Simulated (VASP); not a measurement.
Crystal: Co.

```
Co
1.0
     4.55005    0.00000    0.00000
     2.27503    3.94046    0.00000
     2.27503    1.31349    3.71510
Co
6
Direct
  0.25000 0.25000 0.25000
  0.00000 0.00000 0.00000
  0.62500 0.62500 0.12500
  0.62500 0.12500 0.62500
  0.12500 0.62500 0.62500
  0.62500 0.62500 0.62500
```

This isn't the form of Co at room conditions, which is hcp.

Base run:

| Quantity | Value |
| --- | --- |
| Program | VASP 6.6.1 |
| Functional | BLYP |
| Potentials or basis | VASP PAW PBE potentials, release 64 (Co) |
| Cutoff | 520 eV |
| k mesh | 6 × 6 × 6 |
| Occupations | fermi-dirac, width 0.05 eV |
| Spin | collinear spin, ferromagnetic start |
| Starting moments | [2.5, 2.5, 2.5, 2.5, 2.5, 2.5] μB |

Its results: pressure 14.6 GPa; net moment 9.53 μB per cell; site moments Co +1.66, +1.57 (each value once) μB.

The run is repeated on the same cell with these changes: functional from BLYP to PBEsol. What comes out?

Pressure -3.6 GPa; net moment 9.99 μB per cell; site moments Co +1.74, +1.65 (each value once) μB.

PBEsol binds more tightly than BLYP, so the same cell stands under less pressure.

Caveats: the PAW data sets were made with another functional, which shifts forces and pressure a little; the cell stands under pressure (at least some runs); the cell stands under tension (at least some runs).
